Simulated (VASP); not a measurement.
Input of a VASP 6.6.1 run:

File INCAR:

```
SYSTEM = TiAl5
  PREC = Accurate
  ENCUT = 600
  EDIFF = 1E-6
  ISMEAR = 0
  SIGMA = 0.1
  LREAL = .FALSE.
  LASPH = .TRUE.
  NELM = 60
  ALGO = Fast
  ISIF = 3
  LWAVE = .FALSE.
  LCHARG = .FALSE.
  GGA = PE
  IBRION = 2
  NSW = 45
  EDIFFG = -0.04
  ISYM = 0
```

File KPOINTS:

```
Automatic mesh
0
G
  4 4 3
  0 0 0
```

The input POSCAR:

```
TiAl5
1.0
   -4.0401596814     -3.9515643282     -0.0302578693
    0.0300427000      3.9517794975      4.0407399834
   -4.1481796727      4.0293264503     -4.1483296362
Al Ti
10 2
Direct
    0.4987684083      0.9997525042      0.9998282285
    0.8413528127      0.1571718455      0.6703324400
    0.3382348785      0.1602385668      0.6685352287
    0.6559676009      0.3419579079      0.3294103251
    0.1590927944      0.3389536763      0.3310433384
    0.9985448300      0.4994964277      0.9999017031
    0.8380516426      0.6600812230      0.6685371065
    0.3411332310      0.6572667972      0.6703028052
    0.6592463032      0.8390904537      0.3310640559
    0.1561374865      0.8419618240      0.3293360910
    0.9987225893      0.9995597996      0.9997118467
    0.4986994056      0.4997036352      0.9998206623
```

Potentials or basis: VASP PAW PBE potentials, release 64 (Al, Ti_sv).

Launch:

```bash
$ cat potpaw_PBE.64/Al/POTCAR potpaw_PBE.64/Ti_sv/POTCAR > POTCAR
$ mpirun -np 1 vasp_std > vasp.out
```

Predict the band gap on the k mesh.

zero (bands 27 and 28 overlap by 1.20 eV).

Stress tensor (GPa, compression positive):
```
-0.08  0.02 -0.04
 0.02  0.08  0.02
-0.04  0.02 -0.08
```
